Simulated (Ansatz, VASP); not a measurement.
**Ge in VASP and in Ansatz**

```
Ge
1.0
     3.99697    0.00000    0.00000
    -1.99848    3.46148    0.00000
     0.00000    0.00000   24.02271
Ge
10
Direct
  0.66667 0.33333 0.20814
  0.33333 0.66667 0.24269
  0.33333 0.66667 0.34543
  0.66667 0.33333 0.37998
  0.66667 0.33333 0.48273
  0.33333 0.66667 0.51727
  0.33333 0.66667 0.62002
  0.66667 0.33333 0.65457
  0.66667 0.33333 0.75731
  0.33333 0.66667 0.79186
```

Alike in both runs: task single point; functional PBEsol; k mesh 9 × 9 × 1; occupations gaussian, width 0.1 eV; no spin polarisation.

|  | VASP | Ansatz |
| --- | --- | --- |
| version | VASP 6.6.1 | Ansatz 0.2.0 |
| potentials or method | VASP PAW PBE potentials, release 64 (Ge_d), cutoff 520 eV | scalar-relativistic, plane waves, PAW |
| valence electrons in the cell | 140 | 140 |

|  | VASP | Ansatz | Ansatz less VASP |
| --- | --- | --- | --- |
| gap on the k mesh at the Fermi level (eV) | none | none | - |
| rms of the force components (eV/Å) | 0.072 | 0.070 | -0.0012 |

VASP's potentials were made for PBE, not for PBEsol. Atom by atom the forces differ by 0.002 eV/Å (rms over components). A gap of «none» marks a metal or a gap that the smearing closes. Ansatz's warnings: vacuum density over bound, xc potential rough in thin density.
